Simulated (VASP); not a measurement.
# BaF2 (Fm-3m) in VASP: a series of runs

Runs on BaF2. Level: PBEsol. Tasks: phonons, dielectric tensor.

Program: VASP 6.6.1. These are calculated values, not measurements. Logs are shortened: lines on timing, memory, paths and dates and some standing lists are left out, and cuts for length are marked.

## 1. The cell of the first run

The structure is cubic, space group Fm-3m (No. 225). Conventional cell: a = 6.176 Å, b = 6.176 Å, c = 6.176 Å, α = 90.00°, β = 90.00°, γ = 90.00°. Within 3.5 Å of Ba (site symmetry m-3m) lie 8 F at 2.67 Å. F (site symmetry -43m) has 4 Ba at 2.67 Å and 6 F at 3.09 Å within 3.5 Å.

## 2. Phonons, PBEsol

Input file POSCAR:

```
BaF2
1.0
    0.0000000000      3.0882183966      3.0882183966
    3.0882183966     -0.0000000000      3.0882183966
    3.0882183966      3.0882183966      0.0000000000
  Ba              F
     1     2
Direct
     0.0000000000000000    0.0000000000000000    1.0000000000000000
     0.2500000000000000    0.2500000000000000    0.2500000000000000
     0.7500000000000000    0.7500000000000000    0.7500000000000000
```

Input file INCAR.step1:

```
PREC = Accurate
ENCUT = 600
EDIFF = 1E-8
ISMEAR = 0
SIGMA = 0.03
LREAL = False
LASPH = True
NELM = 80
ALGO = Fast
ISIF = 3
LWAVE = False
LCHARG = False
GGA = PS
KPAR = 2
IBRION = 2
NSW = 40
EDIFFG = -0.002
```

Input file INCAR.step2:

```
PREC = Accurate
ENCUT = 600
EDIFF = 1E-8
ISMEAR = 0
SIGMA = 0.03
LREAL = False
LASPH = True
NELM = 80
ALGO = Fast
ISIF = 2
LWAVE = False
LCHARG = False
GGA = PS
KPAR = 2
IBRION = 6
NFREE = 2
POTIM = 0.015
NSW = 1
```

Input file KPOINTS:

```
Automatic mesh
0
Gamma
  8 8 8
```

Potentials or basis: VASP PAW PBE potentials, release 64 (Ba_sv, F).

The run is started by

```bash
cat potpaw_PBE.64/Ba_sv/POTCAR potpaw_PBE.64/F/POTCAR > POTCAR
cp INCAR.step1 INCAR
mpirun -np 2 vasp_std > vasp.out
cp CONTCAR POSCAR
cp INCAR.step2 INCAR
mpirun -np 2 vasp_std > vasp.out
```

OUTCAR:

```text
PREC = Accurate
   ENCUT = 600
   EDIFF = 1E-8
   ISMEAR = 0
   LREAL = False
   LASPH = True
   NELM = 80
   ISIF = 2
   GGA = PS
   IBRION = 6
   NFREE = 2
   POTIM = 0.015
   NSW = 1

 ion  position               nearest neighbor table
   1  0.000  0.000  0.000-   3 2.67   3 2.67   3 2.67   2 2.67   2 2.67   2 2.67   3 2.67   2 2.67

   2  0.250  0.250  0.250-   1 2.67   1 2.67   1 2.67   1 2.67
   3  0.750  0.750  0.750-   1 2.67   1 2.67   1 2.67   1 2.67

  LATTYP: Found a face centered cubic cell.
 ALAT       =     6.1764367932

  Lattice vectors:

 A1 = (   0.0000000000,   3.0882183966,   3.0882183966)
 A2 = (   3.0882183966,   0.0000000000,   3.0882183966)
 A3 = (   3.0882183966,   3.0882183966,   0.0000000000)

Analysis of symmetry for initial positions (statically):
=====================================================================
 Subroutine PRICEL returns:
 Original cell was already a primitive cell.

 Routine SETGRP: Setting up the symmetry group for a
 face centered cubic supercell.

 Subroutine GETGRP returns: Found 48 space group operations
 (whereof 48 operations were pure point group operations)
 out of a pool of 48 trial point group operations.

The static configuration has the point symmetry O_h .

Analysis of symmetry for dynamics (positions and initial velocities):
=====================================================================
 Subroutine PRICEL returns:
 Original cell was already a primitive cell.

 Routine SETGRP: Setting up the symmetry group for a
 face centered cubic supercell.

 Subroutine GETGRP returns: Found 48 space group operations
 (whereof 48 operations were pure point group operations)
 out of a pool of 48 trial point group operations.

The dynamic configuration has the point symmetry O_h .

 Subroutine INISYM returns: Found 48 space group operations
 (whereof 48 operations are pure point group operations),
 and found     1 'primitive' translations

----------------------------------------------------------------------------------------

                                     Primitive cell

  volume of cell :      58.9053

  direct lattice vectors                    reciprocal lattice vectors
     0.000000000  3.088218397  3.088218397    -0.161905648  0.161905648  0.161905648
     3.088218397  0.000000000  3.088218397     0.161905648 -0.161905648  0.161905648
     3.088218397  3.088218397  0.000000000     0.161905648  0.161905648 -0.161905648

  length of vectors
     4.367400340  4.367400340  4.367400340     0.280428808  0.280428808  0.280428808

  position of ions in fractional coordinates (direct lattice)
     0.000000000  0.000000000  0.000000000
     0.250000000  0.250000000  0.250000000
     0.750000000  0.750000000  0.750000000

  ion indices of the primitive-cell ions
   primitive index   ion index
                 1           1
                 2           2
                 3           3

----------------------------------------------------------------------------------------

 KPOINTS: Automatic mesh

Automatic generation of k-mesh.
 Grid dimensions read from file:
 generate k-points for:    8    8    8

 Generating k-lattice:

  Cartesian coordinates                     Fractional coordinates (reciprocal lattice)
    -0.020238206  0.020238206  0.020238206     0.125000000  0.000000000  0.000000000
[... 59 lines left out ...]
   EDIFF  = 0.1E-07   stopping-criterion for ELM
   LREAL  =      F    real-space projection
   EDIFFG = 0.1E-06   stopping-criterion for IOM
   NSW    =     73    number of steps for IOM
   IBRION =      6    ionic relax: 0-MD 1-quasi-New 2-CG
   NFREE  =      2    steps in history (QN), initial steepest desc. (CG)
   ISIF   =      2    stress and relaxation
   ISYM   =      2    0-nonsym 1-usesym 2-fastsym
   POTIM  = 0.0150    time-step for ionic-motion
   TEBEG  =    0.0;   TEEND  =   0.0 temperature during run
   PSTRESS=    0.0 pullay stress
   NELECT =      24.0000    total number of electrons
   NUPDOWN=      -1.0000    fix difference up-down
   EMIN   =  10.00;   EMAX   =-10.00  energy-range for DOS
   EFERMI =   0.00;   METHOD = LEGACY
   ISMEAR =     0;   SIGMA  =   0.03  broadening in eV -4-tet -1-fermi 0-gaus
   EFERMI_NEDOS =   21; number of points for ismear=-14 and -15
   IALGO  =     68    algorithm
   IMIX   =      4    mixing-type and parameters
     AMIX     =   0.40;   BMIX     =  1.00
     AMIX_MAG =   1.60;   BMIX_MAG =  1.00
  volume/ion in A,a.u.               =      19.64       132.50
  Fermi-wavevector in a.u.,A,eV,Ry     =   1.213651  2.293468 20.040693  1.472949
  Thomas-Fermi vector in A             =   2.349096
   LORBIT       =      0    0 simple, 1 ext, 2 COOP (PROOUT), +10 PAW based schemes
   GGA     = PS    functional components
   LHFCALC =     F    Hartree Fock is set to
   AEXX    =    0.0000 exact exchange contribution
   IVDW    =     0    specifies the selected vdW correction
   LEPSILON=     F    determine dielectric tensor
   LRPA    =     F    only Hartree local field effects (RPA)
 finite differences with symmetry
 non-spin polarized calculation
 RMM-DIIS sequential band-by-band and
 Gauss-broadening in eV      SIGMA  =   0.03
  energy-cutoff  :      600.00
  volume of cell :       58.91
 maximum number of plane-waves:      1989
   NGX = 17   NGY = 17   NGZ = 17

--------------------------------------- Ionic step        1  -------------------------------------------

 number of electron      23.9999996 magnetization

 Free energy of the ion-electron system (eV)
  ---------------------------------------------------
  ext. energy  EPLUGINS =         0.00000000
  ---------------------------------------------------
  free energy    TOTEN  =       -17.64522276 eV

  energy without entropy =      -17.64522276  energy(sigma->0) =      -17.64522276

------------------------ aborting loop because EDIFF is reached ----------------------------------------

  FORCE on cell =-STRESS in cart. coord.  units (eV):
  Direction    XX          YY          ZZ          XY          YZ          ZX
  --------------------------------------------------------------------------------------
  -------------------------------------------------------------------------------------
  Total       -0.0013880     -0.0013880     -0.0013880      0.0000000      0.0000000     -0.0000000
  in kB       -0.0377535     -0.0377535     -0.0377535      0.0000000      0.0000000     -0.0000000
  external PRESSURE =      -0.0377535 kB  Pullay stress =       0.0000000 kB
[... 135 lines left out ...]
--------------------------------------- Ionic step        5  -------------------------------------------

 number of electron      23.9999998 magnetization

 Free energy of the ion-electron system (eV)
  ---------------------------------------------------
  ext. energy  EPLUGINS =         0.00000000
  ---------------------------------------------------
  free energy    TOTEN  =       -17.64487645 eV

  energy without entropy =      -17.64487645  energy(sigma->0) =      -17.64487645

 E-fermi :  -1.9880     XC(G=0):  -8.9671

 val. band max:       -2.1430347501   @ k =   0.0000  -0.2500   0.2500
 cond. band min:       4.5312494694   @ k =   0.0000   0.0000   0.0000
 fundamental gap:      6.6742842195
 Fermi energy:        -1.9880090783

 k-point     1 :       0.0000    0.0000    0.0000
  band No.  band energies     occupation
      1     -25.1939      2.00000
      2     -20.9703      2.00000
      3     -20.9130      2.00000
      4     -10.0087      2.00000
      5     -10.0061      2.00000
      6     -10.0040      2.00000
[... 433 lines left out ...]
      3     -21.1295      2.00000
      4     -10.3124      2.00000
      5     -10.1560      2.00000
      6     -10.1493      2.00000
[... 8 lines left out ...]
     15       7.3602      0.00000
     16       8.1090      0.00000

 [... further k-points ...]

------------------------ aborting loop because EDIFF is reached ----------------------------------------

  FORCE on cell =-STRESS in cart. coord.  units (eV):
  Direction    XX          YY          ZZ          XY          YZ          ZX
  --------------------------------------------------------------------------------------
  -------------------------------------------------------------------------------------
  Total       -0.0002842     -0.0001437     -0.0001437      0.0000000      0.0446489      0.0000000
  in kB       -0.0077308     -0.0039079     -0.0039079      0.0000000      1.2144165      0.0000000
  external PRESSURE =      -0.0051822 kB  Pullay stress =       0.0000000 kB
[... 18 lines left out ...]
  FREE ENERGIE OF THE ION-ELECTRON SYSTEM (eV)
  ---------------------------------------------------
  free  energy   TOTEN  =       -17.6448764520 eV

  energy  without entropy=      -17.6448764520  energy(sigma->0) =      -17.64487645

 INTERNAL STRAIN TENSORS FROM DISPLACED ATOMS
 ============================================

 INTERNAL STRAIN TENSOR FOR ION    1 for displacements in x,y,z  (eV/Angst):
          X           Y           Z          XY          YZ          ZX
  --------------------------------------------------------------------------------
  x     0.00000     0.00000     0.00000     0.00000     0.00000     0.00000
  y     0.00000     0.00000     0.00000     0.00000     0.00000     0.00000
  z     0.00000     0.00000     0.00000     0.00000     0.00000     0.00000

 INTERNAL STRAIN TENSOR FOR ION    3 for displacements in x,y,z  (eV/Angst):
          X           Y           Z          XY          YZ          ZX
  --------------------------------------------------------------------------------
  x     0.00000     0.00000     0.00000     0.00000     2.97911     0.00000
  y     0.00000     0.00000     0.00000     0.00000     0.00000     2.97911
  z     0.00000     0.00000     0.00000     2.97911     0.00000     0.00000

 Eigenvectors and eigenvalues of the dynamical matrix
 ----------------------------------------------------

   1 f  =    7.417204 THz    46.603669 2PiTHz  247.411304 cm-1    30.675078 meV
             X         Y         Z           dx          dy          dz
      0.000000  0.000000  0.000000     0.000000   -0.000000   -0.000000
      1.544109  1.544109  1.544109     0.000000   -0.000000    0.707107
      4.632328  4.632328  4.632328    -0.000000    0.000000   -0.707107
[... 43 lines left out ...]
   9 f/i=    0.002668 THz     0.016765 2PiTHz    0.089002 cm-1     0.011035 meV
             X         Y         Z           dx          dy          dz
      0.000000  0.000000  0.000000     0.000000   -0.000000   -0.885253
      1.544109  1.544109  1.544109     0.000000   -0.000000   -0.328882
      4.632328  4.632328  4.632328     0.000000   -0.000000   -0.328882

 ELASTIC MODULI CONTR FROM IONIC RELAXATION (kBar)
 Direction    XX          YY          ZZ          XY          YZ          ZX
 --------------------------------------------------------------------------------
 XX          -0.0000     -0.0000     -0.0000     -0.0000      0.0000     -0.0000
 YY          -0.0000     -0.0000     -0.0000     -0.0000     -0.0000     -0.0000
 ZZ          -0.0000     -0.0000     -0.0000      0.0000     -0.0000     -0.0000
 XY          -0.0000     -0.0000      0.0000   -112.8944      0.0000     -0.0000
 YZ           0.0000     -0.0000     -0.0000      0.0000   -112.8944     -0.0000
 ZX          -0.0000     -0.0000     -0.0000     -0.0000     -0.0000   -112.8944
 --------------------------------------------------------------------------------
```

Run time: 8.7 min. Hardware: 2 MPI ranks of AMD EPYC 7R43 (Zen 3), shared host; peak memory 0.34 GiB.

Results:

- Highest phonon frequency at Γ, LO-TO splitting left out: 247 cm⁻¹

Phonon frequencies in cm⁻¹ (negative: imaginary):
| q point | frequencies |
| --- | --- |
| (0.000, 0.000, 0.000) | 0 0 0 186 186 186 247 247 247 |

Caveat: the PAW data sets were made with another functional, which shifts forces and pressure a little; spin-orbit coupling is left out, which moves the levels of the heavy elements.

## 3. Dielectric tensor, PBEsol

Input file INCAR:

```
PREC = Accurate
ENCUT = 600
EDIFF = 1E-8
ISMEAR = 0
SIGMA = 0.03
LREAL = False
LASPH = True
NELM = 80
ALGO = Fast
ISIF = 2
LWAVE = False
LCHARG = False
GGA = PS
LEPSILON = True
KPAR = 2
```

Input file KPOINTS:

```
Automatic mesh
0
Monkhorst-Pack
  12 12 12
```

Input file POSCAR:

```
BaF2                                    
1.0
    0.0000000000      3.0882183966      3.0882183966
    3.0882183966      0.0000000000      3.0882183966
    3.0882183966      3.0882183966      0.0000000000
  Ba              F             
     1     2
Direct
     0.0000000000000000    0.0000000000000000    0.0000000000000000
     0.2500000000000000    0.2500000000000000    0.2500000000000000
     0.7500000000000000    0.7500000000000000    0.7500000000000000
```

Potentials or basis: VASP PAW PBE potentials, release 64 (Ba_sv, F).

The run is started by

```bash
cat potpaw_PBE.64/Ba_sv/POTCAR potpaw_PBE.64/F/POTCAR > POTCAR
mpirun -np 2 vasp_std > vasp.out
```

OUTCAR:

```text
PREC = Accurate
   ENCUT = 600
   EDIFF = 1E-8
   ISMEAR = 0
   LREAL = False
   LASPH = True
   NELM = 80
   ISIF = 2
   GGA = PS
   LEPSILON = True

 ion  position               nearest neighbor table
   1  0.000  0.000  0.000-   3 2.67   3 2.67   3 2.67   2 2.67   2 2.67   2 2.67   3 2.67   2 2.67

   2  0.250  0.250  0.250-   1 2.67   1 2.67   1 2.67   1 2.67
   3  0.750  0.750  0.750-   1 2.67   1 2.67   1 2.67   1 2.67

  LATTYP: Found a face centered cubic cell.
 ALAT       =     6.1764367932

  Lattice vectors:

 A1 = (   0.0000000000,   3.0882183966,   3.0882183966)
[... 709 lines left out ...]
     0.00004  0.00000  0.00000
     0.00000  0.00004 -0.00000
    -0.00000  0.00000  0.00000

 MACROSCOPIC STATIC DIELECTRIC TENSOR (including local field effects in DFT)
 ------------------------------------------------------
           2.391424    -0.000000     0.000000
          -0.000000     2.391424    -0.000000
           0.000000     0.000000     2.391424
 ------------------------------------------------------

 PIEZOELECTRIC TENSOR (including local field effects)  for field in x, y, z        (e  Angst)
          XX          YY          ZZ          XY          YZ          ZX
  --------------------------------------------------------------------------------
  x     0.00000     0.00000     0.00000     0.00000     0.00000     0.00000
  y     0.00000     0.00000     0.00000     0.00000     0.00000     0.00000
  z     0.00000     0.00000     0.00000     0.00000     0.00000     0.00000

 PIEZOELECTRIC TENSOR (including local field effects)  for field in x, y, z        (C/m^2)
          XX          YY          ZZ          XY          YZ          ZX
  --------------------------------------------------------------------------------
  x     0.00000     0.00000     0.00000     0.00000     0.00000     0.00000
  y     0.00000     0.00000     0.00000     0.00000     0.00000     0.00000
  z     0.00000     0.00000     0.00000     0.00000     0.00000     0.00000

 BORN EFFECTIVE CHARGES (including local field effects) (in |e|, cummulative output)
 ---------------------------------------------------------------------------------
 ion    1
    1     2.58689     0.00000     0.00000
    2     0.00000     2.58689     0.00000
    3     0.00000     0.00000     2.58689
 ion    2
    1    -1.29345     0.00000     0.00000
    2     0.00000    -1.29345     0.00000
    3     0.00000     0.00000    -1.29345
 ion    3
    1    -1.29345     0.00000     0.00000
    2     0.00000    -1.29345     0.00000
    3     0.00000     0.00000    -1.29345
```

OSZICAR:

```text
N       E                     dE             d eps       ncg     rms          rms(c)
DAV:   1     0.170380607957E+03    0.17038E+03   -0.14269E+04  5824   0.157E+03
DAV:   2    -0.120421508535E+02   -0.18242E+03   -0.17811E+03  7544   0.308E+02
DAV:   3    -0.190282032423E+02   -0.69861E+01   -0.69778E+01  7912   0.695E+01
[... 12 lines left out ...]
RMM:   8    -0.246637475442E+00    0.23159E-04   -0.50692E-06 33537   0.641E-03    0.871E-04
RMM:   9    -0.246655849387E+00   -0.18374E-04   -0.26536E-06 30462   0.286E-03    0.171E-04
RMM:  10    -0.246649923763E+00    0.59256E-05   -0.23605E-07 35331   0.888E-04    0.148E-04
RMM:  11    -0.246653550060E+00   -0.36263E-05   -0.70954E-07 31781   0.335E-04    0.395E-05
RMM:  12    -0.246654123558E+00   -0.57350E-06    0.60276E-08 26332   0.112E-04    0.103E-05
RMM:  13    -0.246654223547E+00   -0.99989E-07   -0.43156E-09 14647   0.565E-05    0.194E-06
```

stdout:

```text
POSCAR found type information on POSCAR BaF
 POSCAR found :  2 types and       3 ions
 scaLAPACK will be used
 -----------------------------------------------------------------------------
|                                                                             |
|                                                                             |
|     You enforced a specific xc type in the INCAR file but a different       |
[... 59 lines left out ...]
  Direction:   1
 dielectric tensor                  component  1 :     2.391     0.000    -0.000
 Linear response to external field, progress :
  Direction:   2
 dielectric tensor                  component  2 :     0.000     2.391    -0.000
 Linear response to external field, progress :
  Direction:   3
 dielectric tensor                  component  3 :    -0.001     0.001     2.391
 Born effective charges drift removed
```

It took 77 min on 2 MPI ranks of AMD EPYC 7R43 (Zen 3), shared host; peak memory 1.3 GiB.

What came out:

```
Electronic dielectric tensor (diagonal) : 2.39
Born charges (mean of the diagonal)     : Ba +2.59; F -1.29 e
```

Levels at points of the mesh, in eV from the valence-band top:
```csv
k point,band 8,band 9,band 10,band 11,band 12,band 13,band 14,band 15,band 16
"(0.04, 0.04, 0.04)",-1.56,-1.55,-0.10,-0.09,-0.09,6.72,9.15,9.15,11.39
```

Electronic dielectric tensor:
```
2.39 0.00 0.00
0.00 2.39 0.00
0.00 0.00 2.39
```

Born effective charge tensors (e):
atom 1, Ba
```
2.59 0.00 0.00
0.00 2.59 0.00
0.00 0.00 2.59
```
atom 2, F
```
-1.29  0.00  0.00
 0.00 -1.29  0.00
 0.00  0.00 -1.29
```
atom 3, F
```
-1.29  0.00  0.00
 0.00 -1.29  0.00
 0.00  0.00 -1.29
```

Caveat: the PAW data sets were made with another functional, which shifts forces and pressure a little; spin-orbit coupling is left out, which moves the levels of the heavy elements.

(Part 1 of 3 ends here.)
